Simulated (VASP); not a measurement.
# TaRu (P4/mmm) in VASP: notebook

TaRu is run at these levels: LDA; tasks: electric field gradients.

All numbers are computed with VASP 6.6.1; they aren't measurements. Logs are shortened: lines on timing, memory, paths and dates and some standing lists are left out, and cuts for length are marked.

## 1. The cell of the first run

Symmetry: P4/mmm, No. 123, tetragonal system. Conventional cell: a = 3.053 Å, b = 3.053 Å, c = 3.321 Å, α = 90.00°, β = 90.00°, γ = 90.00°. Within 3.6 Å of Ta (site symmetry 4/mmm) lie 8 Ru at 2.72 Å and 6 Ta at 3.05 to 3.32 Å. Ru (site symmetry 4/mmm) has 8 Ta at 2.72 Å and 6 Ru at 3.05 to 3.32 Å within 3.6 Å.

## 2. Electric field gradients, LDA (zz strain of -2 %)

Input file INCAR:

```
SYSTEM = TaRu
  PREC = Accurate
  ENCUT = 420
  EDIFF = 1E-8
  ISMEAR = -1
  SIGMA = 0.05
  LREAL = .FALSE.
  LASPH = .TRUE.
  NELM = 120
  ALGO = Normal
  ISIF = 2
  LWAVE = .FALSE.
  LCHARG = .FALSE.
  LEFG = .TRUE.
  NBANDS = 22
  GGA_COMPAT = .FALSE.
```

Input file KPOINTS:

```
Automatic mesh
0
G
  11 11 10
  0 0 0
```

Input file POSCAR:

```
TaRu
1.0
    3.0530000000      0.0000000000      0.0000000000
    0.0000000000      3.0530000000      0.0000000000
    0.0000000000      0.0000000000      3.3212200000
Ta Ru
1 1
Direct
    0.5000000000      0.5000000000      0.5000000000
    0.0000000000      0.0000000000      0.0000000000
```

Potentials or basis: VASP PAW LDA potentials, release 64 (Ta_sv_GW, Ru_sv).

Started as:

```console
cat potpaw_LDA.64/Ta_sv_GW/POTCAR potpaw_LDA.64/Ru_sv/POTCAR > POTCAR
mpirun -np 1 vasp_std > vasp.out
```

OUTCAR:

```text
SYSTEM = TaRu
   PREC = Accurate
   ENCUT = 420
   EDIFF = 1E-8
   ISMEAR = -1
   LREAL = .FALSE.
   LASPH = .TRUE.
   NELM = 120
   ISIF = 2

 ion  position               nearest neighbor table
   1  0.500  0.500  0.500-   2 2.72   2 2.72   2 2.72   2 2.72   2 2.72   2 2.72   2 2.72   2 2.72

   2  0.000  0.000  0.000-   1 2.72   1 2.72   1 2.72   1 2.72   1 2.72   1 2.72   1 2.72   1 2.72

  LATTYP: Found a simple tetragonal cell.
 ALAT       =     3.0530000000
 C/A-ratio  =     1.0878545693

  Lattice vectors:

 A1 = (   3.0530000000,   0.0000000000,   0.0000000000)
 A2 = (   0.0000000000,   3.0530000000,   0.0000000000)
 A3 = (   0.0000000000,   0.0000000000,   3.3212200000)

Analysis of symmetry for initial positions (statically):
=====================================================================
 Subroutine PRICEL returns:
 Original cell was already a primitive cell.

 Routine SETGRP: Setting up the symmetry group for a
 simple tetragonal supercell.

 Subroutine GETGRP returns: Found 16 space group operations
 (whereof 16 operations were pure point group operations)
 out of a pool of 16 trial point group operations.

The static configuration has the point symmetry D_4h.

Analysis of symmetry for dynamics (positions and initial velocities):
=====================================================================
 Subroutine PRICEL returns:
 Original cell was already a primitive cell.

 Routine SETGRP: Setting up the symmetry group for a
 simple tetragonal supercell.

 Subroutine GETGRP returns: Found 16 space group operations
 (whereof 16 operations were pure point group operations)
 out of a pool of 16 trial point group operations.

The dynamic configuration has the point symmetry D_4h.

 Subroutine INISYM returns: Found 16 space group operations
 (whereof 16 operations are pure point group operations),
 and found     1 'primitive' translations

----------------------------------------------------------------------------------------

                                     Primitive cell

  volume of cell :      30.9565

  direct lattice vectors                    reciprocal lattice vectors
     3.053000000  0.000000000  0.000000000     0.327546675  0.000000000  0.000000000
     0.000000000  3.053000000  0.000000000     0.000000000  0.327546675  0.000000000
     0.000000000  0.000000000  3.321220000     0.000000000  0.000000000  0.301094176

  length of vectors
     3.053000000  3.053000000  3.321220000     0.327546675  0.327546675  0.301094176

  position of ions in fractional coordinates (direct lattice)
     0.500000000  0.500000000  0.500000000
     0.000000000  0.000000000  0.000000000

  ion indices of the primitive-cell ions
   primitive index   ion index
                 1           1
                 2           2

----------------------------------------------------------------------------------------

 KPOINTS: Automatic mesh

Automatic generation of k-mesh.
 Grid dimensions read from file:
 generate k-points for:   11   11   10

 Generating k-lattice:

  Cartesian coordinates                     Fractional coordinates (reciprocal lattice)
     0.029776970  0.000000000  0.000000000     0.090909091  0.000000000  0.000000000
     0.000000000  0.029776970  0.000000000     0.000000000  0.090909091  0.000000000
     0.000000000  0.000000000  0.030109418     0.000000000  0.000000000  0.100000000

  Length of vectors
     0.029776970  0.029776970  0.030109418

  Shift w.r.t. Gamma in fractional coordinates (k-lattice)
     0.000000000  0.000000000  0.000000000

 Subroutine IBZKPT returns following result:
 ===========================================

 Found    126 irreducible k-points:

 Following reciprocal coordinates:
            Coordinates               Weight
  0.000000  0.000000  0.000000      1.000000
  0.090909  0.000000  0.000000      4.000000
  0.181818  0.000000  0.000000      4.000000
  0.272727  0.000000  0.000000      4.000000
  0.363636  0.000000  0.000000      4.000000
  0.454545  0.000000  0.000000      4.000000
[... 16 lines left out ...]
  0.090909  0.000000  0.100000      8.000000
  0.181818  0.000000  0.100000      8.000000
 [... further k-points ...]
   k-points           NKPTS =    126   k-points in BZ     NKDIM =    126   number of bands    NBANDS=     22
   number of dos      NEDOS =    301   number of ions     NIONS =      2
   total plane-waves  NPLWV =   9600
   dimension x,y,z NGX =    20 NGY =   20 NGZ =   24
   dimension x,y,z NGXF=    40 NGYF=   40 NGZF=   48
   ions per type =               1   1
   NGX,Y,Z   is equivalent  to a cutoff of  10.89, 10.89, 12.01 a.u.
   NGXF,Y,Z  is equivalent  to a cutoff of  21.78, 21.78, 24.03 a.u.
 SYSTEM =  TaRu
   PREC   = accura    normal or accurate (medium, high low for compatibility)
   ISTART =      0    job   : 0-new  1-cont  2-samecut
   ICHARG =      2    charge: 1-file 2-atom 10-const
   ISPIN  =      1    spin polarized calculation?
   LNONCOLLINEAR =      F non collinear calculations
   LSORBIT =      F    spin-orbit coupling
   LASPH  =      T    aspherical Exc in radial PAW
   ENCUT  =  420.0 eV  30.87 Ry    5.56 a.u.   5.10  5.10  5.55*2*pi/ulx,y,z
   NELM   =    120;   NELMIN=  2; NELMDL= -5     # of ELM steps
   EDIFF  = 0.1E-07   stopping-criterion for ELM
   LREAL  =      F    real-space projection
   EDIFFG = 0.1E-06   stopping-criterion for IOM
   NSW    =      0    number of steps for IOM
   IBRION =     -1    ionic relax: 0-MD 1-quasi-New 2-CG
   NFREE  =      0    steps in history (QN), initial steepest desc. (CG)
   ISIF   =      2    stress and relaxation
   ISYM   =      2    0-nonsym 1-usesym 2-fastsym
   POTIM  = 0.5000    time-step for ionic-motion
   TEBEG  =    0.0;   TEEND  =   0.0 temperature during run
   PSTRESS=    0.0 pullay stress
   NELECT =      29.0000    total number of electrons
   NUPDOWN=      -1.0000    fix difference up-down
   EMIN   =  10.00;   EMAX   =-10.00  energy-range for DOS
   EFERMI =   0.00;   METHOD = LEGACY
   ISMEAR =    -1;   SIGMA  =   0.05  broadening in eV -4-tet -1-fermi 0-gaus
   EFERMI_NEDOS =   21; number of points for ismear=-14 and -15
   IALGO  =     38    algorithm
   IMIX   =      4    mixing-type and parameters
     AMIX     =   0.40;   BMIX     =  1.00
     AMIX_MAG =   1.60;   BMIX_MAG =  1.00
  volume/ion in A,a.u.               =      15.48       104.45
  Fermi-wavevector in a.u.,A,eV,Ry     =   1.601857  3.027071 34.911813  2.565946
  Thomas-Fermi vector in A             =   2.698769
   LORBIT       =      0    0 simple, 1 ext, 2 COOP (PROOUT), +10 PAW based schemes
   GGA     = CA    functional components
   LHFCALC =     F    Hartree Fock is set to
   AEXX    =    0.0000 exact exchange contribution
   IVDW    =     0    specifies the selected vdW correction
   LEPSILON=     F    determine dielectric tensor
   LRPA    =     F    only Hartree local field effects (RPA)
 non-spin polarized calculation
  energy-cutoff  :      420.00
  volume of cell :       30.96
 maximum number of plane-waves:       623
   NGX = 11   NGY = 11   NGZ = 11

 number of electron      28.9999978 magnetization

 Free energy of the ion-electron system (eV)
  ---------------------------------------------------
  ext. energy  EPLUGINS =         0.00000000
  ---------------------------------------------------
  free energy    TOTEN  =       -26.55373917 eV

  energy without entropy =      -26.53456616  energy(sigma->0) =      -26.54415266

 E-fermi :  13.3545     XC(G=0): -13.9315

 val. band max:       13.3430659463   @ k =   0.2727   0.0909   0.1000
 cond. band min:      13.3632103286   @ k =   0.2727   0.0000   0.2000
 fundamental gap:      0.0201443823
 Fermi energy:        13.3545053447

 k-point     1 :       0.0000    0.0000    0.0000
  band No.  band energies     occupation
      1     -59.2759      2.00000
      2     -54.7001      2.00000
      3     -29.5048      2.00000
      4     -29.4662      2.00000
      5     -29.4662      2.00000
      6     -21.3280      2.00000
[... 14 lines left out ...]
     21      22.5854      0.00000
     22      22.5854      0.00000

 k-point     2 :       0.0909    0.0000    0.0000
  band No.  band energies     occupation
      1     -59.2746      2.00000
      2     -54.6987      2.00000
      3     -29.5026      2.00000
      4     -29.4783      2.00000
      5     -29.4642      2.00000
      6     -21.3288      2.00000
[... 14 lines left out ...]
     21      21.9341      0.00000
     22      23.3570      0.00000

 k-point     3 :       0.1818    0.0000    0.0000
  band No.  band energies     occupation
      1     -59.2714      2.00000
      2     -54.6950      2.00000
      3     -29.5107      2.00000
      4     -29.4961      2.00000
      5     -29.4591      2.00000
      6     -21.3570      2.00000
[... 14 lines left out ...]
     21      23.3787      0.00000
     22      25.0776      0.00000

 k-point     4 :       0.2727    0.0000    0.0000
  band No.  band energies     occupation
      1     -59.2672      2.00000
      2     -54.6901      2.00000
      3     -29.5532      2.00000
      4     -29.4874      2.00000
      5     -29.4525      2.00000
      6     -21.4936      2.00000
[... 14 lines left out ...]
     21      25.5131      0.00000
     22      27.1654      0.00000

 k-point     5 :       0.3636    0.0000    0.0000
  band No.  band energies     occupation
      1     -59.2633      2.00000
      2     -54.6856      2.00000
      3     -29.5919      2.00000
      4     -29.4794      2.00000
      5     -29.4465      2.00000
      6     -21.6165      2.00000
[... 417 lines left out ...]
 k-point    22 :       0.0000    0.0000    0.1000
  band No.  band energies     occupation
      1     -59.2753      2.00000
      2     -54.7000      2.00000
      3     -29.5097      2.00000
      4     -29.4649      2.00000
      5     -29.4649      2.00000
      6     -21.3528      2.00000
[... 14 lines left out ...]
     21      23.3893      0.00000
     22      23.3893      0.00000

 k-point    23 :       0.0909    0.0000    0.1000
  band No.  band energies     occupation
      1     -59.2740      2.00000
      2     -54.6985      2.00000
      3     -29.5078      2.00000
      4     -29.4769      2.00000
      5     -29.4628      2.00000
      6     -21.3523      2.00000
[... 14 lines left out ...]
     21      22.7570      0.00000
     22      23.9504      0.00000

 k-point    24 :       0.1818    0.0000    0.1000
  band No.  band energies     occupation
      1     -59.2708      2.00000
      2     -54.6947      2.00000
      3     -29.5130      2.00000
      4     -29.4992      2.00000
      5     -29.4578      2.00000
      6     -21.3665      2.00000
[... 14 lines left out ...]
     21      22.8058      0.00000
     22      25.3725      0.00000

 [... further k-points ...]
[... 5 lines left out ...]
  --------------------------------------------------------------------------------------
  -------------------------------------------------------------------------------------
  Total       -1.4467745     -1.4467745     -0.8505565      0.0000000      0.0000000      0.0000000
  in kB      -74.8790259    -74.8790259    -44.0212635      0.0000000      0.0000000      0.0000000
  external PRESSURE =     -64.5931051 kB  Pullay stress =       0.0000000 kB

 VOLUME and BASIS-vectors are now :
 -----------------------------------------------------------------------------
  energy-cutoff  :      420.00
  volume of cell :       30.96
      direct lattice vectors                 reciprocal lattice vectors
     3.053000000  0.000000000  0.000000000     0.327546675  0.000000000  0.000000000
     0.000000000  3.053000000  0.000000000     0.000000000  0.327546675  0.000000000
     0.000000000  0.000000000  3.321220000     0.000000000  0.000000000  0.301094176

 POSITION                                       TOTAL-FORCE (eV/Angst)
 -----------------------------------------------------------------------------------
      1.52650      1.52650      1.66061         0.000000      0.000000      0.000000
      0.00000      0.00000      0.00000         0.000000      0.000000      0.000000
 -----------------------------------------------------------------------------------
    total drift:                                0.000000      0.000000      0.000000

  FREE ENERGIE OF THE ION-ELECTRON SYSTEM (eV)
  ---------------------------------------------------
  free  energy   TOTEN  =       -26.5537391735 eV

  energy  without entropy=      -26.5345661565  energy(sigma->0) =      -26.54415266

 Electric field gradients (V/A^2)
---------------------------------------------------------------------
 ion       V_xx      V_yy      V_zz      V_xy      V_xz      V_yz
---------------------------------------------------------------------
   1      -2.839    -2.839     5.678    -0.000     0.000     0.000
   2     -11.171   -11.171    22.342    -0.000     0.000    -0.000
---------------------------------------------------------------------

 Electric field gradients after diagonalization (V/A^2)
 (convention: |V_zz| > |V_xx| > |V_yy|)
----------------------------------------------------------------------
 ion       V_xx      V_yy      V_zz     asymmetry (V_yy - V_xx)/ V_zz
----------------------------------------------------------------------
   1      -2.839    -2.839     5.678       0.000
   2     -11.171   -11.171    22.342       0.000
----------------------------------------------------------------------

           NMR quadrupolar parameters

 Cq : quadrupolar parameter    Cq=e*Q*V_zz/h
 eta: asymmetry parameters     (V_yy - V_xx)/ V_zz
 Q  : nuclear electric quadrupole moment in mb (millibarn)
----------------------------------------------------------------------
 ion       Cq(MHz)       eta       Q (mb)
----------------------------------------------------------------------
   1       0.014       0.000       1.000
   2       0.054       0.000       1.000
----------------------------------------------------------------------
```

Run time: 32 s. Hardware: 1 thread of Intel Xeon Platinum 8488C (Sapphire Rapids), shared host; peak memory 0.18 GiB.

Results:

- Free energy: -26.5537 eV
- Pressure: -6.5 GPa
- Band gap on the k mesh: zero (an odd number of electrons rules out a gap without spin polarisation)
- Largest electric field gradient by atom: Ta +5.7; Ru +22.3 V/Å²

Electric field gradients, principal values (V/Å²):
```tsv
atom	least	middle	greatest (by size)
1 Ta	-2.839	-2.839	5.678
2 Ru	-11.171	-11.171	22.342
```

Caveat: the cell differs from its parent crystal (zz strain of -2 %); the cell stands under tension; without QUAD_EFG the Cq values of the log hold for a quadrupole moment of 1 mb, not for the nuclei; spin-orbit coupling is left out, which moves the levels of the heavy elements.

## 3. Electric field gradients, LDA (15.48 Å³/atom)

Input file INCAR:

```
SYSTEM = TaRu
  ALGO = Normal
  EDIFF = 1E-8
  ENCUT = 420
  GGA = CA
  GGA_COMPAT = .False.
  ISIF = 2
  ISMEAR = -1
  LASPH = .True.
  LCHARG = .False.
  LEFG = .True.
  LREAL = .False.
  LWAVE = .False.
  NBANDS = 22
  NELM = 120
  PREC = Accurate
  SIGMA = 0.05
```

Input file KPOINTS:

```
k-points
0
Gamma
  11 11 10
  0 0 0
```

Input file POSCAR:

```
TaRu
1.0
    3.0325094497      0.0000000000      0.0000000000
    0.0000000000      3.0325094497      0.0000000000
    0.0000000000      0.0000000000      3.3662543482
Ta Ru
1 1
Direct
    0.5000000000      0.5000000000      0.5000000000
    0.0000000000      0.0000000000      0.0000000000
```

Potentials or basis: VASP PAW LDA potentials, release 64 (Ta_sv_GW, Ru_sv).

Started as:

```console
cat potpaw_LDA.64/Ta_sv_GW/POTCAR potpaw_LDA.64/Ru_sv/POTCAR > POTCAR
mpirun -np 1 vasp_std > vasp.out
```

OUTCAR:

```text
SYSTEM = TaRu
   EDIFF = 1E-8
   ENCUT = 420
   GGA = CA
   ISIF = 2
   ISMEAR = -1
   LASPH = .True.
   LREAL = .False.
   NELM = 120
   PREC = Accurate

 ion  position               nearest neighbor table
   1  0.500  0.500  0.500-   2 2.73   2 2.73   2 2.73   2 2.73   2 2.73   2 2.73   2 2.73   2 2.73

   2  0.000  0.000  0.000-   1 2.73   1 2.73   1 2.73   1 2.73   1 2.73   1 2.73   1 2.73   1 2.73

  LATTYP: Found a simple tetragonal cell.
 ALAT       =     3.0325094497
 C/A-ratio  =     1.1100556829

  Lattice vectors:

 A1 = (   3.0325094497,   0.0000000000,   0.0000000000)
 A2 = (   0.0000000000,   3.0325094497,   0.0000000000)
 A3 = (   0.0000000000,   0.0000000000,   3.3662543482)

Analysis of symmetry for initial positions (statically):
=====================================================================
 Subroutine PRICEL returns:
 Original cell was already a primitive cell.

 Routine SETGRP: Setting up the symmetry group for a
 simple tetragonal supercell.
[... 789 lines left out ...]
      direct lattice vectors                 reciprocal lattice vectors
     3.032509450  0.000000000  0.000000000     0.329759896  0.000000000  0.000000000
     0.000000000  3.032509450  0.000000000     0.000000000  0.329759896  0.000000000
     0.000000000  0.000000000  3.366254348     0.000000000  0.000000000  0.297066085

 POSITION                                       TOTAL-FORCE (eV/Angst)
 -----------------------------------------------------------------------------------
      1.51625      1.51625      1.68313         0.000000      0.000000      0.000000
      0.00000      0.00000      0.00000         0.000000      0.000000      0.000000
 -----------------------------------------------------------------------------------
    total drift:                                0.000000      0.000000      0.000000

  FREE ENERGIE OF THE ION-ELECTRON SYSTEM (eV)
  ---------------------------------------------------
  free  energy   TOTEN  =       -26.5585963818 eV

  energy  without entropy=      -26.5389915613  energy(sigma->0) =      -26.54879397

 Electric field gradients (V/A^2)
---------------------------------------------------------------------
 ion       V_xx      V_yy      V_zz      V_xy      V_xz      V_yz
---------------------------------------------------------------------
   1      -5.786    -5.786    11.573    -0.000     0.000     0.000
   2     -14.590   -14.590    29.181    -0.000    -0.000    -0.000
---------------------------------------------------------------------

 Electric field gradients after diagonalization (V/A^2)
 (convention: |V_zz| > |V_xx| > |V_yy|)
----------------------------------------------------------------------
 ion       V_xx      V_yy      V_zz     asymmetry (V_yy - V_xx)/ V_zz
----------------------------------------------------------------------
   1      -5.786    -5.786    11.573       0.000
   2     -14.590   -14.590    29.181       0.000
----------------------------------------------------------------------

           NMR quadrupolar parameters

 Cq : quadrupolar parameter    Cq=e*Q*V_zz/h
 eta: asymmetry parameters     (V_yy - V_xx)/ V_zz
 Q  : nuclear electric quadrupole moment in mb (millibarn)
----------------------------------------------------------------------
 ion       Cq(MHz)       eta       Q (mb)
----------------------------------------------------------------------
   1       0.028       0.000       1.000
   2       0.071       0.000       1.000
----------------------------------------------------------------------
```

Run time: 22 s. Hardware: 1 thread of Intel Xeon 6975P-C (Granite Rapids), shared host; peak memory 0.18 GiB.

What came out:

```yaml
Free_energy: -26.5586 eV
Pressure: -6.2 GPa
Band_gap_on_the_k_mesh: zero (an odd number of electrons rules out a gap without spin polarisation)
Largest_electric_field_gradient_by_atom: Ta +11.6; Ru +29.2 V/Å²
```

Electric field gradients, principal values (V/Å²):
```
atom    least   middle  greatest (by size)
1 Ta   -5.786   -5.786              11.573
2 Ru  -14.590  -14.590              29.181
```

Caveat: the cell stands under tension; without QUAD_EFG the Cq values of the log hold for a quadrupole moment of 1 mb, not for the nuclei; spin-orbit coupling is left out, which moves the levels of the heavy elements.

(Part 1 of 2 ends here.)

The gap in the log of VASP goes by the Fermi energy; the results here count the filled bands.